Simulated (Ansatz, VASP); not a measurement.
Two plane-wave programs on SbS3

INCAR

```
  ALGO = Normal
  EDIFF = 1E-6
  ENCUT = 520
  GGA = PE
  ISIF = 2
  ISMEAR = 0
  LASPH = True
  LCHARG = False
  LREAL = False
  LWAVE = False
  NBANDS = 20
  NELM = 60
  PREC = Accurate
  SIGMA = 0.1
```

KPOINTS

```
k-points
0
Gamma
  4 4 4
```

POSCAR

```
SbS3
1.0
    4.6508777400      0.0000000000      0.0000000000
    0.0000000000      4.6508777400      0.0000000000
    0.0000000000      0.0000000000      4.6508777400
Sb S
1 3
Direct
    0.0000000000      0.0000000000      0.0000000000
    0.0000000000      0.5000000000      0.5000000000
    0.5000000000      0.0000000000      0.5000000000
    0.5000000000      0.5000000000      0.0000000000
```

Input for Ansatz:

```yaml
crystal:
  lattice:
    - [4.65087774, 0.0, 0.0]
    - [0.0, 4.65087774, 0.0]
    - [0.0, 0.0, 4.65087774]
  atoms:
    - { symbol: Sb, position: [0.0, 0.0, 0.0] }
    - { symbol: S, position: [0.0, 0.5, 0.5] }
    - { symbol: S, position: [0.5, 0.0, 0.5] }
    - { symbol: S, position: [0.5, 0.5, 0.0] }
basis:
  ecutwfc: 420
kpoints:
  mp_grid: { grid: [4, 4, 4] }
hamiltonian:
  xc: pbe
scf:
  occupations: { method: gaussian, width: 0.1 }
  lower_state_search: "off"
output:
  forces: true
  stress: true
  eigenvalues: true
```

Change from the starting cell: species swapped into the Ce3Sn type (Pm-3m, No. 221).

Alike in both runs: task single point; functional PBE; k mesh 4 × 4 × 4; occupations gaussian, width 0.1 eV; no spin polarisation.

|  | VASP | Ansatz |
| --- | --- | --- |
| version | VASP 6.6.1 | Ansatz 0.2.0 |
| potentials or method | VASP PAW PBE potentials, release 64 (Sb, S), cutoff 520 eV | scalar-relativistic, plane waves, PAW |
| valence electrons in the cell | 23 | 33 |

VASP gave:

```
gap on the k mesh at the Fermi level (eV) : none
pressure (GPa)                            : -11.0
```

Problem. What did Ansatz give for the same quantities?

Solution. gap on the k mesh at the Fermi level (eV): none; pressure (GPa): -10.9.

A gap of «none» marks a metal or a gap that the smearing closes. VASP's potentials hold 23 valence electrons a cell and Ansatz's 33, so a difference there can come from the potentials and not from the codes.

Spin-orbit coupling is off throughout.
